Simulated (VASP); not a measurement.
# GeC2N4 (Pm) in VASP: notebook

Runs on GeC2N4. Level: PBE. Tasks: relaxation of cell and atoms, single point.

Program: VASP 6.6.1. These are calculated values, not measurements. Logs are shortened: lines on timing, memory, paths and dates and some standing lists are left out, and cuts for length are marked.

## Step 1: The cell of the first run

It takes space group Pm (No. 6, monoclinic). The conventional cell has a = 7.183 Å, b = 2.744 Å, c = 7.183 Å, α = 90.00°, β = 120.00°, γ = 90.00°. Within 2.2 Å of Ge (site symmetry m) lie 4 N at 1.63 to 1.64 Å. Ge (site symmetry m) has 4 N at 1.63 to 1.64 Å within 2.2 Å. Within 2.2 Å of C (site symmetry m) lie 4 N at 1.63 to 1.64 Å. C (site symmetry m) has 4 N at 1.63 to 1.64 Å within 2.2 Å. C (site symmetry m) has 4 N at 1.63 to 1.64 Å within 2.2 Å. C (site symmetry m) has 4 N at 1.63 to 1.64 Å within 2.2 Å. N (site symmetry m) has 2 Ge at 1.63 Å and 1 C at 1.63 Å within 2.2 Å. Within 2.2 Å of N (site symmetry m) lie 3 C at 1.63 Å.

## Step 2: Relaxation of cell and atoms, PBE

Input file INCAR:

```
  ALGO = Normal
  EDIFF = 1E-7
  EDIFFG = -0.005
  ENCUT = 600
  GGA = PE
  IBRION = 2
  ISIF = 3
  ISMEAR = -1
  LASPH = True
  LCHARG = False
  LREAL = False
  LWAVE = False
  NELM = 100
  NSW = 80
  PREC = Accurate
  SIGMA = 0.02
```

Input file KPOINTS:

```
k-points
0
Gamma
  4 8 4
```

Input file POSCAR:

```
GeC2N4
1.0
    7.1828378800      0.0000000000      0.0000000000
    0.0000000000      2.7440925900      0.0000000000
   -3.5914189400      0.0000000000      6.2205200800
Ge C N
2 4 8
Direct
    0.5938637200      0.5000000000      0.8249461500
    0.2310824300      0.5000000000      0.4061362800
    0.8249461500      0.0000000000      0.2310824300
    0.7689175700      0.0000000000      0.5938637200
    0.1750538500      0.5000000000      0.7689175700
    0.4061362800      0.0000000000      0.1750538500
    0.3333333400      0.5000000000      0.6666666700
    0.6666666600      0.0000000000      0.3333333300
    0.7006589100      0.5000000000      0.6698534000
    0.6698534000      0.0000000000      0.9691944900
    0.0308055100      0.0000000000      0.7006589100
    0.9691944900      0.5000000000      0.2993410900
    0.2993410900      0.0000000000      0.3301466000
    0.3301466000      0.5000000000      0.0308055100
```

Potentials or basis: VASP PAW PBE potentials, release 64 (Ge_d, C, N).

Started as:

```sh
$ cat potpaw_PBE.64/Ge_d/POTCAR potpaw_PBE.64/C/POTCAR potpaw_PBE.64/N/POTCAR > POTCAR
$ mpirun -np 1 vasp_std > vasp.out
```

OUTCAR:

```text
EDIFF = 1E-7
   EDIFFG = -0.005
   ENCUT = 600
   GGA = PE
   IBRION = 2
   ISIF = 3
   ISMEAR = -1
   LASPH = True
   LREAL = False
   NELM = 100
   NSW = 80
   PREC = Accurate

 ion  position               nearest neighbor table
   1  0.594  0.500  0.825-   7 1.63   9 1.64  10 1.64  10 1.64   2 2.83
   2  0.231  0.500  0.406-   7 1.63  12 1.64  13 1.64  13 1.64   1 2.83
   3  0.825  0.000  0.231-   8 1.63  10 1.64  12 1.64  12 1.64
   4  0.769  0.000  0.594-   8 1.63  11 1.64   9 1.64   9 1.64
   5  0.175  0.500  0.769-   7 1.63  14 1.64  11 1.64  11 1.64
   6  0.406  0.000  0.175-   8 1.63  13 1.64  14 1.64  14 1.64
   7  0.333  0.500  0.667-   1 1.63   2 1.63   5 1.63
   8  0.667  0.000  0.333-   6 1.63   4 1.63   3 1.63
   9  0.701  0.500  0.670-   1 1.64   4 1.64   4 1.64
  10  0.670  0.000  0.969-   3 1.64   1 1.64   1 1.64
  11  0.031  0.000  0.701-   4 1.64   5 1.64   5 1.64
  12  0.969  0.500  0.299-   2 1.64   3 1.64   3 1.64
  13  0.299  0.000  0.330-   6 1.64   2 1.64   2 1.64
  14  0.330  0.500  0.031-   5 1.64   6 1.64   6 1.64

  LATTYP: Found a hexagonal cell.
 ALAT       =     7.1828378840
 C/A-ratio  =     0.3820345989

  Lattice vectors:

 A1 = (  -3.5914189400,   0.0000000000,  -6.2205200800)
 A2 = (  -3.5914189400,   0.0000000000,   6.2205200800)
 A3 = (   0.0000000000,   2.7440925900,   0.0000000000)

Analysis of symmetry for initial positions (statically):
=====================================================================
 Subroutine PRICEL returns:
 Original cell was already a primitive cell.

 Routine SETGRP: Setting up the symmetry group for a
 hexagonal supercell.

 Subroutine GETGRP returns: Found  2 space group operations
 (whereof  2 operations were pure point group operations)
 out of a pool of 24 trial point group operations.

The static configuration has the point symmetry C_1h.

Analysis of symmetry for dynamics (positions and initial velocities):
=====================================================================
 Subroutine PRICEL returns:
 Original cell was already a primitive cell.

 Routine SETGRP: Setting up the symmetry group for a
 hexagonal supercell.

 Subroutine GETGRP returns: Found  2 space group operations
 (whereof  2 operations were pure point group operations)
 out of a pool of 24 trial point group operations.

The dynamic configuration has the point symmetry C_1h.

 Subroutine INISYM returns: Found  2 space group operations
[... 142 lines left out ...]
  volume/ion in A,a.u.               =       8.76        59.10
  Fermi-wavevector in a.u.,A,eV,Ry     =   1.443203  2.727258 28.338689  2.082835
  Thomas-Fermi vector in A             =   2.561637
   LORBIT       =      0    0 simple, 1 ext, 2 COOP (PROOUT), +10 PAW based schemes
   GGA     = PE    functional components
   LHFCALC =     F    Hartree Fock is set to
   AEXX    =    0.0000 exact exchange contribution
   IVDW    =     0    specifies the selected vdW correction
   LEPSILON=     F    determine dielectric tensor
   LRPA    =     F    only Hartree local field effects (RPA)
 conjugate gradient relaxation of ions
 non-spin polarized calculation
  energy-cutoff  :      600.00
  volume of cell :      122.61
 maximum number of plane-waves:      4121
 NGX is ok and might be reduce to    60
   NGX = 29   NGY = 11   NGZ = 29

--------------------------------------- Ionic step        1  -------------------------------------------

 number of electron      84.0000011 magnetization

 Free energy of the ion-electron system (eV)
  ---------------------------------------------------
  ext. energy  EPLUGINS =         0.00000000
  ---------------------------------------------------
  free energy    TOTEN  =       -94.97068834 eV

  energy without entropy =      -94.97068834  energy(sigma->0) =      -94.97068834

------------------------ aborting loop because EDIFF is reached ----------------------------------------

  FORCE on cell =-STRESS in cart. coord.  units (eV):
  Direction    XX          YY          ZZ          XY          YZ          ZX
  --------------------------------------------------------------------------------------
  -------------------------------------------------------------------------------------
  Total        2.4296232      2.0724748      5.3506892      0.0000000      0.0000000      1.2145988
  in kB       31.7488490     27.0818491     69.9195765      0.0000000      0.0000000     15.8716435
  external PRESSURE =      42.9167582 kB  Pullay stress =       0.0000000 kB
[... 125 lines left out ...]
  FREE ENERGIE OF THE ION-ELECTRON SYSTEM (eV)
  ---------------------------------------------------
  free  energy   TOTEN  =      -100.8226850566 eV

  energy  without entropy=     -100.8226850552  energy(sigma->0) =     -100.82268506

[... ionic steps 4 to 64 ...]

--------------------------------------- Ionic step       65  -------------------------------------------

 number of electron      83.9999994 magnetization

------------------------ aborting loop because EDIFF is reached ----------------------------------------
[... 91 lines left out ...]
--------------------------------------- Ionic step       67  -------------------------------------------

 number of electron      83.9999994 magnetization

 Free energy of the ion-electron system (eV)
  ---------------------------------------------------
  ext. energy  EPLUGINS =         0.00000000
  ---------------------------------------------------
  free energy    TOTEN  =      -102.75284964 eV

  energy without entropy =     -102.75284964  energy(sigma->0) =     -102.75284964

 E-fermi :   7.8489     XC(G=0): -12.0361

 val. band max:        7.3571243025   @ k =   0.0000   0.0000   0.0000
 cond. band min:       9.6559295926   @ k =   0.0000   0.0000   0.0000
 fundamental gap:      2.2988052901
 Fermi energy:         7.8489186072

 k-point     1 :       0.0000    0.0000    0.0000
  band No.  band energies     occupation
      1     -17.9935      2.00000
      2     -17.9433      2.00000
      3     -17.7003      2.00000
      4     -17.6985      2.00000
      5     -17.5970      2.00000
      6     -17.5855      2.00000
[... 1261 lines left out ...]
     49      13.4562      0.00000
     50      13.9621      0.00000

 [... further k-points ...]

------------------------ aborting loop because EDIFF is reached ----------------------------------------

  FORCE on cell =-STRESS in cart. coord.  units (eV):
  Direction    XX          YY          ZZ          XY          YZ          ZX
  --------------------------------------------------------------------------------------
  -------------------------------------------------------------------------------------
  Total        0.0062567     -0.0005619      0.0013569      0.0000000      0.0000000      0.0056115
  in kB        0.0888015     -0.0079751      0.0192587      0.0000000      0.0000000      0.0796452
  external PRESSURE =       0.0333617 kB  Pullay stress =       0.0000000 kB
[... 29 lines left out ...]
  FREE ENERGIE OF THE ION-ELECTRON SYSTEM (eV)
  ---------------------------------------------------
  free  energy   TOTEN  =      -102.7528496383 eV

  energy  without entropy=     -102.7528496383  energy(sigma->0) =     -102.75284964

 reached required accuracy - stopping structural energy minimisation
```

It took 2.2 h on 1 thread of Intel Xeon 6975P-C (Granite Rapids), shared host; peak memory 0.54 GiB.

What came out:

```
Free energy                           : -102.7528 eV
Relaxed volume                        : 8.06 Å³/atom
Relaxed cell                          : a = 6.899 Å, b = 2.661 Å, c = 7.181 Å, α = 90.00°, β = 121.09°, γ = 90.00°
Space group after relaxing (to 0.1 Å) : Pm (No. 6)
Pressure after relaxing               : 0.0 GPa
Largest force after relaxing          : 0.004 eV/Å
Band gap on the k mesh                : 2.30 eV
```

Forces on the atoms (eV/Å):
```
Ge  -0.001  0.000  0.000
Ge  -0.002  0.000 -0.001
C    0.000  0.000  0.002
C    0.001  0.000 -0.001
C   -0.002  0.000  0.001
C    0.004  0.000 -0.002
N    0.001  0.000 -0.001
N   -0.001  0.000 -0.001
N    0.001  0.000  0.000
N    0.000  0.000 -0.002
N    0.001  0.000  0.004
N    0.002  0.000  0.001
N   -0.002  0.000 -0.001
N    0.000  0.000  0.000
```

Final structure:
```
Ge C N
1.0
     6.89778    0.00000   -0.14847
     0.00000    2.66062    0.00000
    -3.57561    0.00000    6.22789
Ge C N
2 4 8
Direct
  0.62040 0.50000 0.85004
  0.22498 0.50000 0.39021
  0.81061 0.00000 0.25117
  0.77320 0.00000 0.57680
  0.17347 0.50000 0.77608
  0.40812 0.00000 0.16216
  0.31632 0.50000 0.68098
  0.65055 0.00000 0.32229
  0.68876 0.50000 0.62738
  0.74689 0.00000 0.03078
  0.02416 0.00000 0.71792
  0.93982 0.50000 0.34191
  0.27093 0.00000 0.25420
  0.35179 0.50000 0.01808
```

## Step 3: Single point, PBE

This run uses another cell than the first one, of 8.08 Å³/atom.

Input file INCAR:

```
PREC     = Accurate       # precision mode
ENCUT    = 520            # plane-wave cutoff, eV
EDIFF    = 1E-6           # SCF threshold, eV
ISMEAR   = -1             # smearing method
SIGMA    = 0.02           # smearing width, eV
LREAL    = F              # projectors in reciprocal space
LASPH    = T              # aspherical terms in the spheres
NELM     = 80             # most SCF steps
ALGO     = Normal         # electronic algorithm
ISIF     = 2              # what is computed and relaxed
LWAVE    = F              # write WAVECAR
LCHARG   = F              # write CHGCAR
GGA      = PE             # functional
NBANDS   = 55             # bands
```

Input file KPOINTS:

```
regular mesh
0
Gamma
  4 8 4
```

Input file POSCAR:

```
GeC2N4
1.0
    6.8991020988      0.0000000000     -0.1474724002
    0.0000000000      2.6626517820      0.0000000000
   -3.5772658944      0.0000000000      6.2335540660
Ge C N
2 4 8
Direct
    0.6202396780      0.5000000000      0.8502645544
    0.2251284249      0.5000000000      0.3901601586
    0.8104759986      0.0000000000      0.2511994601
    0.7734046228      0.0000000000      0.5770989136
    0.1735828132      0.5000000000      0.7762143086
    0.4083384338      0.0000000000      0.1622173054
    0.3159111127      0.5000000000      0.6810008679
    0.6503582279      0.0000000000      0.3220136224
    0.6883494888      0.5000000000      0.6270429702
    0.7479934736      0.0000000000      1.0314204927
    0.0239128885      0.0000000000      0.7182304704
    0.9397308380      0.5000000000      0.3422799909
    0.2703176599      0.0000000000      0.2530258527
    0.3522563393      0.5000000000      0.0178310321
```

Potentials or basis: VASP PAW PBE potentials, release 64 (Ge_d, C, N).

Started as:

```sh
$ cat potpaw_PBE.64/Ge_d/POTCAR potpaw_PBE.64/C/POTCAR potpaw_PBE.64/N/POTCAR > POTCAR
$ mpirun -np 1 vasp_std > vasp.out
```

It took 2.7 min on 1 thread of Intel Xeon 6975P-C (Granite Rapids), shared host; peak memory 0.37 GiB.

Results (log left out):

- Free energy: -102.6972 eV
- Pressure: -0.3 GPa
- Largest force: 0.161 eV/Å
- Band gap on the k mesh: 2.29 eV

Forces in eV/Å, atoms in the order of the input:
```
Ge   0.013  0.000  0.075
Ge   0.005  0.000 -0.052
C    0.023  0.000  0.023
C   -0.015  0.000 -0.019
C   -0.045  0.000  0.000
C    0.021  0.000 -0.040
N    0.093  0.000 -0.023
N   -0.015  0.000  0.033
N   -0.027  0.000  0.029
N   -0.025  0.000 -0.159
N    0.024  0.000  0.006
N    0.054  0.000  0.008
N   -0.098  0.000  0.102
N   -0.008  0.000  0.016
```

Stress tensor (GPa, compression positive):
```
-0.09  0.00 -0.02
 0.00 -0.38  0.00
-0.02  0.00 -0.34
```

Levels at points of the mesh, in eV from the valence-band top:
```csv
k point,band 40,band 41,band 42,band 43,band 44,band 45
"(0.00, 0.00, 0.00)",-0.40,-0.28,0.00,2.29,2.46,2.79
"(0.50, 0.00, 0.00)",-0.58,-0.15,-0.07,2.32,2.64,2.81
"(0.00, 0.50, 0.00)",-1.72,-1.48,-1.35,2.65,3.09,4.32
"(0.50, 0.50, 0.00)",-1.64,-1.32,-0.94,2.64,3.63,4.03
"(0.00, 0.00, 0.50)",-0.43,-0.15,-0.11,2.44,2.63,2.89
"(0.50, 0.00, 0.50)",-0.28,-0.15,-0.06,2.49,2.64,2.80
"(0.00, 0.50, 0.50)",-1.66,-1.27,-0.90,2.58,3.54,3.72
"(0.50, 0.50, 0.50)",-1.62,-1.58,-1.06,2.98,3.42,3.89
```

A k mesh can miss the band edges.

## Step 4: Single point, PBE

This run uses another cell than the first one, of 7.93 Å³/atom.

Input file INCAR:

```
SYSTEM = GeC2N4
PREC = Accurate
ENCUT = 520
EDIFF = 1E-7
ISMEAR = -1
SIGMA = 0.02
LREAL = .FALSE.
LASPH = .TRUE.
NELM = 80
ALGO = Normal
ISIF = 2
LWAVE = .FALSE.
LCHARG = .FALSE.
GGA = PE
NBANDS = 55
```

Input file KPOINTS:

```
Automatic mesh
0
G
  4 10 4
  0 0 0
```

Input file POSCAR:

```
GeC2N4
1.0
    6.8740879010      0.0000000000     -0.1350501106
    0.0000000000      2.6453241247      0.0000000000
   -3.5542770132      0.0000000000      6.1771719098
Ge C N
2 4 8
Direct
    0.6195780980      0.5000000000      0.8481419535
    0.2224365819      0.5000000000      0.3895120683
    0.8093573666      0.0000000000      0.2499015278
    0.7736791387      0.0000000000      0.5767956926
    0.1743949567      0.5000000000      0.7761656575
    0.4080090081      0.0000000000      0.1628640159
    0.3171528548      0.5000000000      0.6801672459
    0.6509774611      0.0000000000      0.3226123765
    0.6912479353      0.5000000000      0.6294641501
    0.7427055744      0.0000000000      1.0283284188
    0.0257250420      0.0000000000      0.7180727385
    0.9391029873      0.5000000000      0.3401950104
    0.2739875594      0.0000000000      0.2587565077
    0.3516454356      0.5000000000      0.0190226365
```

Started as:

```sh
$ cat potpaw_PBE.64/Ge_d/POTCAR potpaw_PBE.64/C/POTCAR potpaw_PBE.64/N/POTCAR > POTCAR
$ mpirun -np 1 vasp_std > vasp.out
```

Wall time 3.5 min (1 thread of Intel Xeon 6975P-C (Granite Rapids), shared host); peak memory 0.4 GiB.

The run converged. Its results:

| Quantity | Value |
| --- | --- |
| Free energy | -102.6485 eV |
| Pressure | 6.0 GPa |
| Largest force | 0.349 eV/Å |
| Band gap on the k mesh | 2.40 eV |

Forces in eV/Å, atoms in the order of the input:
```
Ge   0.029  0.000 -0.105
Ge   0.103  0.000  0.082
C    0.120  0.000  0.084
C   -0.018  0.000  0.067
C   -0.100  0.000 -0.001
C    0.074  0.000 -0.093
N   -0.282  0.000  0.054
N   -0.098  0.000  0.095
N    0.150  0.000 -0.186
N    0.154  0.000  0.313
N   -0.018  0.000 -0.004
N   -0.274  0.000 -0.005
N    0.171  0.000 -0.288
N   -0.009  0.000 -0.013
```

Stress tensor (GPa, compression positive):
```
 6.04  0.00 -0.55
 0.00  5.63  0.00
-0.55  0.00  6.26
```

Levels at points of the mesh, in eV from the valence-band top:
```tsv
k point	band 38	band 39	band 40	band 41	band 42	band 43	band 44	band 45	band 46	band 47
(0.00, 0.00, 0.00)	-1.41	-0.89	-0.41	-0.27	0.00	2.40	2.59	2.91	3.36	4.29
(0.50, 0.00, 0.00)	-1.74	-1.17	-0.59	-0.14	-0.07	2.46	2.78	2.91	3.89	4.45
(0.00, 0.50, 0.00)	-2.23	-1.87	-1.74	-1.56	-1.38	2.78	3.18	4.42	5.28	5.62
(0.50, 0.50, 0.00)	-2.21	-1.99	-1.69	-1.35	-0.97	2.75	3.78	4.14	4.53	4.92
(0.00, 0.00, 0.50)	-1.81	-1.54	-0.43	-0.15	-0.09	2.61	2.72	2.99	3.91	4.61
(0.50, 0.00, 0.50)	-1.91	-1.56	-0.29	-0.13	-0.06	2.58	2.80	2.89	3.77	4.43
(0.00, 0.50, 0.50)	-1.99	-1.78	-1.67	-1.32	-0.92	2.70	3.64	3.97	4.58	5.30
(0.50, 0.50, 0.50)	-2.30	-1.99	-1.64	-1.58	-1.08	3.06	3.55	4.15	4.82	5.22
```

Caveat: the cell stands under pressure. A k mesh can miss the band edges.

## Step 5: Summary

| task | cell | k mesh | cutoff (eV) | gap on the mesh (eV) | pressure (GPa) | largest force (eV/Å) |
| --- | --- | --- | --- | --- | --- | --- |
| relaxation of cell and atoms | relaxed from a = 7.183, b = 2.744 Å, angles 90.0, 120.0, 90.0°, 14 atoms, atomic positions A | 4 × 8 × 4 | 600 | 2.30 | 0.0 | - |
| single point | a = 6.901, b = 2.663, c = 7.187 Å, angles 90.0, 121.1, 90.0°, 14 atoms, atomic positions B | 4 × 8 × 4 | 520 | 2.29 | -0.3 | 0.16 |
| single point | a = 6.875, b = 2.645, c = 7.127 Å, angles 90.0, 121.0, 90.0°, 14 atoms, atomic positions C | 4 × 10 × 4 | 520 | 2.40 | 6.0 | 0.35 |

Alike in all rows: level PBE; potentials or basis VASP PAW PBE potentials, release 64 (Ge_d, C, N); no spin polarisation; smearing fermi-dirac 0.02 eV.

Caveats: the cell stands under pressure (at least some runs).

Absolute energies hang on the potentials; compare differences alone.
